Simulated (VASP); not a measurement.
# AlGa5N6 (P-3m1) in VASP: notebook

The runs below take AlGa5N6 through single point, relaxation of cell and atoms, with PBE.

Everything below comes from runs of VASP 6.6.1. Logs are shortened: lines on timing, memory, paths and dates and some standing lists are left out, and cuts for length are marked.

## Step 1: The cell of the first run

The structure is trigonal, space group P-3m1 (No. 164). The conventional cell has a = 2.995 Å, b = 2.995 Å, c = 14.681 Å, α = 90.00°, β = 90.00°, γ = 120.00°. Within 2.7 Å of Al (site symmetry -3m) lie 6 N at 2.07 Å. Ga (site symmetry 3m) has 6 N at 2.12 to 2.14 Å within 2.8 Å. Ga (site symmetry 3m) has 6 N at 2.12 to 2.13 Å within 2.8 Å. Ga (site symmetry -3m) has 6 N at 2.12 Å within 2.8 Å. N (site symmetry 3m) has 6 Ga at 2.12 to 2.13 Å within 2.8 Å. Within 2.8 Å of N (site symmetry 3m) lie 6 Ga at 2.12 Å. N (site symmetry 3m) has 3 Al at 2.07 Å and 3 Ga at 2.14 Å within 2.7 Å.

## Step 2: Single point, PBE

Input file INCAR:

```
ALGO = Normal
EDIFF = 1E-6
ENCUT = 520
GGA = PE
ISIF = 2
ISMEAR = 0
LASPH = T
LCHARG = F
LREAL = F
LWAVE = F
NBANDS = 61
NELM = 60
PREC = Accurate
SIGMA = 0.02
```

Input file KPOINTS:

```
k-points
0
Gamma
  12 12 2
```

Input file POSCAR:

```
AlGa5N6
1.0
    2.9949125267      0.0000000000      0.0000000000
   -1.4974562633      2.5936703302      0.0000000000
    0.0000000000      0.0000000000     14.6813114091
Al Ga N
1 5 6
Direct
    0.0000000000      0.0000000000      0.5000000000
    0.6666666667      0.3333333333      0.6634878511
    0.3333333333      0.6666666667      0.8317847049
    0.0000000000      0.0000000000      0.0000000000
    0.6666666667      0.3333333333      0.1682152951
    0.3333333333      0.6666666667      0.3365121489
    0.0000000000      0.0000000000      0.7475375694
    0.6666666667      0.3333333333      0.9158691571
    0.3333333333      0.6666666667      0.0841308429
    0.0000000000      0.0000000000      0.2524624306
    0.6666666667      0.3333333333      0.4220020810
    0.3333333333      0.6666666667      0.5779979190
```

Potentials or basis: VASP PAW PBE potentials, release 64 (Al, Ga_d, N).

Command:

```bash
cat potpaw_PBE.64/Al/POTCAR potpaw_PBE.64/Ga_d/POTCAR potpaw_PBE.64/N/POTCAR > POTCAR
mpirun -np 1 vasp_std > vasp.out
```

OUTCAR:

```text
EDIFF = 1E-6
   ENCUT = 520
   GGA = PE
   ISIF = 2
   ISMEAR = 0
   LASPH = T
   LREAL = F
   NELM = 60
   PREC = Accurate

 ion  position               nearest neighbor table
   1  0.000  0.000  0.500-  11 2.07  12 2.07  12 2.07  11 2.07  11 2.07  12 2.07   2 2.96   6 2.96
                             6 2.96   2 2.96   6 2.96   2 2.96
   2  0.667  0.333  0.663-   7 2.12   7 2.12   7 2.12  12 2.14  12 2.14  12 2.14   1 2.96   1 2.96
                             1 2.96
   3  0.333  0.667  0.832-   8 2.12   8 2.12   8 2.12   7 2.13   7 2.13   7 2.13
   4  0.000  0.000  0.000-   8 2.12   9 2.12   9 2.12   8 2.12   8 2.12   9 2.12
   5  0.667  0.333  0.168-   9 2.12   9 2.12   9 2.12  10 2.13  10 2.13  10 2.13
   6  0.333  0.667  0.337-  10 2.12  10 2.12  10 2.12  11 2.14  11 2.14  11 2.14   1 2.96   1 2.96
                             1 2.96
   7  0.000  0.000  0.748-   2 2.12   2 2.12   2 2.12   3 2.13   3 2.13   3 2.13
   8  0.667  0.333  0.916-   3 2.12   3 2.12   3 2.12   4 2.12   4 2.12   4 2.12
   9  0.333  0.667  0.084-   5 2.12   5 2.12   5 2.12   4 2.12   4 2.12   4 2.12
  10  0.000  0.000  0.252-   6 2.12   6 2.12   6 2.12   5 2.13   5 2.13   5 2.13
  11  0.667  0.333  0.422-   1 2.07   1 2.07   1 2.07   6 2.14   6 2.14   6 2.14
  12  0.333  0.667  0.578-   1 2.07   1 2.07   1 2.07   2 2.14   2 2.14   2 2.14

  LATTYP: Found a hexagonal cell.
 ALAT       =     2.9949125267
 C/A-ratio  =     4.9020835427

  Lattice vectors:

 A1 = (   2.9949125267,   0.0000000000,   0.0000000000)
 A2 = (  -1.4974562633,   2.5936703302,   0.0000000000)
 A3 = (   0.0000000000,   0.0000000000,  14.6813114091)

Analysis of symmetry for initial positions (statically):
=====================================================================
 Subroutine PRICEL returns:
 Original cell was already a primitive cell.

 Routine SETGRP: Setting up the symmetry group for a
 hexagonal supercell.

 Subroutine GETGRP returns: Found 12 space group operations
 (whereof 12 operations were pure point group operations)
 out of a pool of 24 trial point group operations.

The static configuration has the point symmetry D_3d.

Analysis of symmetry for dynamics (positions and initial velocities):
=====================================================================
 Subroutine PRICEL returns:
 Original cell was already a primitive cell.

 Routine SETGRP: Setting up the symmetry group for a
 hexagonal supercell.

 Subroutine GETGRP returns: Found 12 space group operations
 (whereof 12 operations were pure point group operations)
 out of a pool of 24 trial point group operations.

The dynamic configuration has the point symmetry D_3d.

 Subroutine INISYM returns: Found 12 space group operations
 (whereof 12 operations are pure point group operations),
 and found     1 'primitive' translations

----------------------------------------------------------------------------------------

                                     Primitive cell

  volume of cell :     114.0417

  direct lattice vectors                    reciprocal lattice vectors
     2.994912527  0.000000000  0.000000000     0.333899568  0.192777006  0.000000000
    -1.497456263  2.593670330  0.000000000     0.000000000  0.385554011  0.000000000
     0.000000000  0.000000000 14.681311409     0.000000000  0.000000000  0.068113806

  length of vectors
     2.994912527  2.994912527 14.681311409     0.385554011  0.385554011  0.068113806

  position of ions in fractional coordinates (direct lattice)
     0.000000000  0.000000000  0.500000000
     0.666666667  0.333333333  0.663487851
     0.333333333  0.666666667  0.831784705
     0.000000000  0.000000000  0.000000000
     0.666666667  0.333333333  0.168215295
     0.333333333  0.666666667  0.336512149
     0.000000000  0.000000000  0.747537569
     0.666666667  0.333333333  0.915869157
     0.333333333  0.666666667  0.084130843
     0.000000000  0.000000000  0.252462431
     0.666666667  0.333333333  0.422002081
     0.333333333  0.666666667  0.577997919

  ion indices of the primitive-cell ions
   primitive index   ion index
                 1           1
                 2           2
                 3           3
                 4           4
                 5           5
                 6           6
                 7           7
                 8           8
                 9           9
                10          10
                11          11
                12          12

----------------------------------------------------------------------------------------

 KPOINTS: k-points

Automatic generation of k-mesh.
 Grid dimensions read from file:
 generate k-points for:   12   12    2

 Generating k-lattice:

  Cartesian coordinates                     Fractional coordinates (reciprocal lattice)
     0.027824964  0.016064750  0.000000000     0.083333333  0.000000000  0.000000000
     0.000000000  0.032129501  0.000000000     0.000000000  0.083333333  0.000000000
     0.000000000  0.000000000  0.034056903     0.000000000  0.000000000  0.500000000

  Length of vectors
     0.032129501  0.032129501  0.034056903

  Shift w.r.t. Gamma in fractional coordinates (k-lattice)
     0.000000000  0.000000000  0.000000000

 Subroutine IBZKPT returns following result:
 ===========================================

 Found     38 irreducible k-points:

 Following reciprocal coordinates:
            Coordinates               Weight
  0.000000  0.000000  0.000000      1.000000
  0.083333  0.000000  0.000000      6.000000
  0.166667  0.000000  0.000000      6.000000
  0.250000  0.000000  0.000000      6.000000
  0.333333  0.000000  0.000000      6.000000
  0.416667 -0.000000  0.000000      6.000000
[... 16 lines left out ...]
  0.250000  0.000000  0.500000      6.000000
  0.333333  0.000000  0.500000      6.000000
 [... further k-points ...]
   k-points           NKPTS =     38   k-points in BZ     NKDIM =     38   number of bands    NBANDS=     61
   number of dos      NEDOS =    301   number of ions     NIONS =     12
   total plane-waves  NPLWV =  64512
   dimension x,y,z NGX =    24 NGY =   24 NGZ =  112
   dimension x,y,z NGXF=    48 NGYF=   48 NGZF=  224
   ions per type =               1   5   6
   NGX,Y,Z   is equivalent  to a cutoff of  13.32, 13.32, 12.68 a.u.
   NGXF,Y,Z  is equivalent  to a cutoff of  26.64, 26.64, 25.36 a.u.
 SYSTEM =  unknown system
   PREC   = accura    normal or accurate (medium, high low for compatibility)
   ISTART =      0    job   : 0-new  1-cont  2-samecut
   ICHARG =      2    charge: 1-file 2-atom 10-const
   ISPIN  =      1    spin polarized calculation?
   LNONCOLLINEAR =      F non collinear calculations
   LSORBIT =      F    spin-orbit coupling
   LASPH  =      T    aspherical Exc in radial PAW
   ENCUT  =  520.0 eV  38.22 Ry    6.18 a.u.   5.57  5.57 27.30*2*pi/ulx,y,z
   NELM   =     60;   NELMIN=  2; NELMDL= -5     # of ELM steps
   EDIFF  = 0.1E-05   stopping-criterion for ELM
   LREAL  =      F    real-space projection
   EDIFFG = 0.1E-04   stopping-criterion for IOM
   NSW    =      0    number of steps for IOM
   IBRION =     -1    ionic relax: 0-MD 1-quasi-New 2-CG
   NFREE  =      0    steps in history (QN), initial steepest desc. (CG)
   ISIF   =      2    stress and relaxation
   ISYM   =      2    0-nonsym 1-usesym 2-fastsym
   POTIM  = 0.5000    time-step for ionic-motion
   TEBEG  =    0.0;   TEEND  =   0.0 temperature during run
   PSTRESS=    0.0 pullay stress
   NELECT =      98.0000    total number of electrons
   NUPDOWN=      -1.0000    fix difference up-down
   EMIN   =  10.00;   EMAX   =-10.00  energy-range for DOS
   EFERMI =   0.00;   METHOD = LEGACY
   ISMEAR =     0;   SIGMA  =   0.02  broadening in eV -4-tet -1-fermi 0-gaus
   EFERMI_NEDOS =   21; number of points for ismear=-14 and -15
   IALGO  =     38    algorithm
   IMIX   =      4    mixing-type and parameters
     AMIX     =   0.40;   BMIX     =  1.00
     AMIX_MAG =   1.60;   BMIX_MAG =  1.00
  volume/ion in A,a.u.               =       9.50        64.13
  Fermi-wavevector in a.u.,A,eV,Ry     =   1.556428  2.941222 32.959664  2.422467
  Thomas-Fermi vector in A             =   2.660225
   LORBIT       =      0    0 simple, 1 ext, 2 COOP (PROOUT), +10 PAW based schemes
   GGA     = PE    functional components
   LHFCALC =     F    Hartree Fock is set to
   AEXX    =    0.0000 exact exchange contribution
   IVDW    =     0    specifies the selected vdW correction
   LEPSILON=     F    determine dielectric tensor
   LRPA    =     F    only Hartree local field effects (RPA)
 non-spin polarized calculation
 Gauss-broadening in eV      SIGMA  =   0.02
  energy-cutoff  :      520.00
  volume of cell :      114.04
 maximum number of plane-waves:      3126
 NGX is ok and might be reduce to    24
   NGX = 11   NGY = 11   NGZ = 55

 number of electron      98.0000049 magnetization

 Free energy of the ion-electron system (eV)
  ---------------------------------------------------
  ext. energy  EPLUGINS =         0.00000000
  ---------------------------------------------------
  free energy    TOTEN  =       -70.42308947 eV

  energy without entropy =      -70.42308947  energy(sigma->0) =      -70.42308947

 E-fermi :   8.0269     XC(G=0): -12.8093

 val. band max:        7.8588061885   @ k =   0.1667   0.0000   0.5000
 cond. band min:       8.7012884352   @ k =   0.5000   0.0000   0.0000
 fundamental gap:      0.8424822467
 Fermi energy:         8.0269220341

 k-point     1 :       0.0000    0.0000    0.0000
  band No.  band energies     occupation
      1      -9.2063      2.00000
      2      -8.6992      2.00000
      3      -8.6571      2.00000
      4      -7.3200      2.00000
      5      -7.2938      2.00000
      6      -6.2654      2.00000
[... 1525 lines left out ...]
     60      16.6601      0.00000
     61      17.4551      0.00000

 [... further k-points ...]

------------------------ aborting loop because EDIFF is reached ----------------------------------------

  FORCE on cell =-STRESS in cart. coord.  units (eV):
  Direction    XX          YY          ZZ          XY          YZ          ZX
  --------------------------------------------------------------------------------------
  -------------------------------------------------------------------------------------
  Total        0.4533124      0.4533124      0.4910915      0.0000000      0.0000000      0.0000000
  in kB        6.3686065      6.3686065      6.8993668      0.0000000      0.0000000      0.0000000
  external PRESSURE =       6.5455266 kB  Pullay stress =       0.0000000 kB

 VOLUME and BASIS-vectors are now :
 -----------------------------------------------------------------------------
  energy-cutoff  :      520.00
  volume of cell :      114.04
      direct lattice vectors                 reciprocal lattice vectors
     2.994912527  0.000000000  0.000000000     0.333899568  0.192777006  0.000000000
    -1.497456263  2.593670330  0.000000000     0.000000000  0.385554011  0.000000000
     0.000000000  0.000000000 14.681311409     0.000000000  0.000000000  0.068113806

 POSITION                                       TOTAL-FORCE (eV/Angst)
 -----------------------------------------------------------------------------------
      0.00000      0.00000      7.34066        -0.000000      0.000000      0.000000
      1.49746      0.86456      9.74087        -0.000000      0.000000     -0.003366
     -0.00000      1.72911     12.21169         0.000000      0.000000     -0.000227
      0.00000      0.00000      0.00000        -0.000000      0.000000      0.000000
      1.49746      0.86456      2.46962        -0.000000     -0.000000      0.000227
     -0.00000      1.72911      4.94044         0.000000      0.000000      0.003366
      0.00000      0.00000     10.97483         0.000000      0.000000     -0.000204
      1.49746      0.86456     13.44616         0.000000      0.000000     -0.000030
     -0.00000      1.72911      1.23515         0.000000     -0.000000      0.000030
      0.00000      0.00000      3.70648         0.000000      0.000000      0.000204
      1.49746      0.86456      6.19554         0.000000      0.000000      0.043712
     -0.00000      1.72911      8.48577        -0.000000     -0.000000     -0.043712
 -----------------------------------------------------------------------------------
    total drift:                                0.000000      0.000000      0.000000

  FREE ENERGIE OF THE ION-ELECTRON SYSTEM (eV)
  ---------------------------------------------------
  free  energy   TOTEN  =       -70.4230894719 eV

  energy  without entropy=      -70.4230894719  energy(sigma->0) =      -70.42308947
```

Run time: 4.1 min. Hardware: 1 thread of Intel Xeon Platinum 8488C (Sapphire Rapids), shared host; peak memory 0.36 GiB.

Results:

- Free energy: -70.4231 eV
- Pressure: 0.7 GPa
- Largest force: 0.044 eV/Å
- Band gap on the k mesh: 0.84 eV (least direct gap 1.09 eV)

Forces on the atoms (eV/Å):
```
Al   0.000  0.000  0.000
Ga   0.000  0.000 -0.003
Ga   0.000  0.000  0.000
Ga   0.000  0.000  0.000
Ga   0.000  0.000  0.000
Ga   0.000  0.000  0.003
N    0.000  0.000  0.000
N    0.000  0.000  0.000
N    0.000  0.000  0.000
N    0.000  0.000  0.000
N    0.000  0.000  0.044
N    0.000  0.000 -0.044
```

## Step 3: Relaxation of cell and atoms, PBE

Input file INCAR:

```
PREC = Accurate ; ENCUT = 600
EDIFF = 1E-6 ; ISMEAR = 0
SIGMA = 0.1 ; LREAL = False
LASPH = True ; NELM = 80
ALGO = Normal ; ISIF = 3
LWAVE = False ; LCHARG = False
GGA = PE ; IBRION = 2
NSW = 90 ; EDIFFG = -0.04
```

Input file KPOINTS:

```
Automatic mesh
0
Gamma
  6 6 2
```

Input file POSCAR:

```
AlGa5N6
1.0
    2.9942772975      0.0000000000      0.0000000000
   -1.4971386488      2.5931202056      0.0000000000
    0.0000000000      0.0000000000     14.6787847157
Al Ga N
1 5 6
Direct
    0.0000000000      0.0000000000      0.5000000000
    0.6666666667      0.3333333333      0.6635065644
    0.3333333333      0.6666666667      0.8317914480
    0.0000000000      0.0000000000      0.0000000000
    0.6666666667      0.3333333333      0.1682085520
    0.3333333333      0.6666666667      0.3364934356
    0.0000000000      0.0000000000      0.7475601074
    0.6666666667      0.3333333333      0.9158690574
    0.3333333333      0.6666666667      0.0841309426
    0.0000000000      0.0000000000      0.2524398926
    0.6666666667      0.3333333333      0.4219941870
    0.3333333333      0.6666666667      0.5780058130
```

Potentials or basis: VASP PAW PBE potentials, release 64 (Al, Ga_d, N).

Command:

```bash
cat potpaw_PBE.64/Al/POTCAR potpaw_PBE.64/Ga_d/POTCAR potpaw_PBE.64/N/POTCAR > POTCAR
mpirun -np 1 vasp_std > vasp.out
```

Run time: 2.6 min. Hardware: 1 thread of Intel Xeon Platinum 8488C (Sapphire Rapids), shared host; peak memory 0.3 GiB.

It converged, with:

| Item | Value |
| --- | --- |
| Free energy | -70.3989 eV |
| Relaxed volume | 9.54 Å³/atom |
| Relaxed cell | a = 2.999 Å, b = 2.999 Å, c = 14.700 Å, α = 90.00°, β = 90.00°, γ = 120.00° |
| Space group after relaxing (to 0.1 Å) | P-3m1 (No. 164) |
| Energy gained by relaxing | 0.0 meV/atom |
| Ionic steps | 2 |
| Pressure after relaxing | -0.4 GPa |
| Largest force after relaxing | 0.020 eV/Å |
| Band gap on the k mesh | 0.81 eV (least direct gap 1.06 eV) |

Forces on the atoms (eV/Å):
```
Al   0.000  0.000  0.000
Ga   0.000  0.000 -0.020
Ga   0.000  0.000 -0.001
Ga   0.000  0.000  0.000
Ga   0.000  0.000  0.001
Ga   0.000  0.000  0.020
N    0.000  0.000 -0.002
N    0.000  0.000  0.000
N    0.000  0.000  0.000
N    0.000  0.000  0.002
N    0.000  0.000 -0.001
N    0.000  0.000  0.001
```

The path:
```
step  energy change (eV)  largest force (eV/Å)  pressure (GPa)  volume (Å³)
   1              0.0000                0.0490            0.54       113.97
   2             -0.0001                0.0198           -0.40       114.50
```

Final structure:
```xyz
12
Lattice="2.9990 0.0000 0.0000 -1.4995 2.5972 0.0000 0.0000 0.0000 14.6997" Properties=species:S:1:pos:R:3 pbc="T T T"
Al    0.0000    0.0000    7.3498
Ga    1.4995    0.8657    9.7533
Ga    0.0000    1.7315   12.2271
Ga    0.0000    0.0000    0.0000
Ga    1.4995    0.8657    2.4726
Ga    0.0000    1.7315    4.9464
N     1.4995    2.5972   10.9888
N     1.4995    0.8657   13.4630
N     0.0000    1.7315    1.2367
N     0.0000    0.0000    3.7109
N     1.4995    0.8657    6.2055
N     0.0000    1.7315    8.4941
```

Levels at points of the mesh, in eV from the valence-band top:
```csv
k point,band 46,band 47,band 48,band 49,band 50,band 51,band 52,band 53
"(0.00, 0.00, 0.00)",-0.18,-0.18,-0.12,-0.12,2.30,4.03,4.34,4.78
"(0.50, 0.00, 0.00)",-1.20,-1.00,-0.26,-0.25,0.81,2.50,3.12,4.72
"(0.00, 0.00, 0.50)",-0.21,-0.21,-0.11,-0.11,2.85,3.25,4.79,4.84
"(0.50, 0.00, 0.50)",-0.94,-0.76,-0.63,-0.38,1.18,1.80,3.96,4.48
```

A k mesh can miss the band edges.
